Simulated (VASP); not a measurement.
Write the native input for VASP 6.6.1 that does the following.

| Item | Value |
| --- | --- |
| Task | single point |
| Functional | PBE |
| Potentials or basis | VASP PAW PBE potentials, release 64 (Mg, Zn, S) |
| Cutoff | 520 eV |
| k mesh | 2 × 3 × 3 |
| Occupations | gaussian, width 0.1 eV |
| Spin | no spin polarisation |
| Dipole correction | no |
| Further INCAR settings | ALGO = Normal; EDIFF = 1e-06; NBANDS = 61 |

The structure of MgZn5S6 lies in POSCAR:

```
MgZn5S6
1.0
    0.0000000000      0.0000000000      6.3414472082
    6.7194440634      0.0000000000      0.0000000000
   -3.3597220317      5.8192092582      0.0000000000
Mg Zn S
1 5 6
Direct
    0.5038942889      1.0000000000      0.0000000000
    0.0052209048      0.3367989656      0.3367989656
    0.0052209048      0.0000000000      0.6632010344
    0.0052209048      0.6632010344      1.0000000000
    0.5047799873      0.6666666667      0.3333333333
    0.5047799873      0.3333333333      0.6666666667
    0.3772841487      0.3443090248      0.3443090248
    0.3772841487      1.0000000000      0.6556909752
    0.3772841487      0.6556909752      1.0000000000
    0.8781624658      0.6666666667      0.3333333333
    0.8781624658      0.3333333333      0.6666666667
    0.8927055847      0.0000000000      0.0000000000
```

One way to write it, as run:

INCAR

```
SYSTEM = MgZn5S6
PREC = Accurate
ENCUT = 520
EDIFF = 1E-6
ISMEAR = 0
SIGMA = 0.1
LREAL = .False.
LASPH = .True.
NELM = 80
ALGO = Normal
ISIF = 2
LWAVE = .False.
LCHARG = .False.
GGA = PE
NBANDS = 61
```

KPOINTS

```
Automatic mesh
0
Gamma
  2 3 3
  0 0 0
```

Potentials or basis: VASP PAW PBE potentials, release 64 (Mg, Zn, S).

The run is started by

```sh
$ cat potpaw_PBE.64/Mg/POTCAR potpaw_PBE.64/Zn/POTCAR potpaw_PBE.64/S/POTCAR > POTCAR
$ mpirun -np 1 vasp_std > vasp.out
```

Results of the run:

- Pressure: 0.1 GPa
- Largest force: 0.020 eV/Å
- Band gap on the k mesh: 2.25 eV

Caveat: the k points lie up to 0.50 Å⁻¹ apart.

Run time: 75 s on 1 thread of Intel(R) Xeon(R) Platinum 8488C (Sapphire Rapids), with other jobs on the host, peak memory 0.36 GiB.
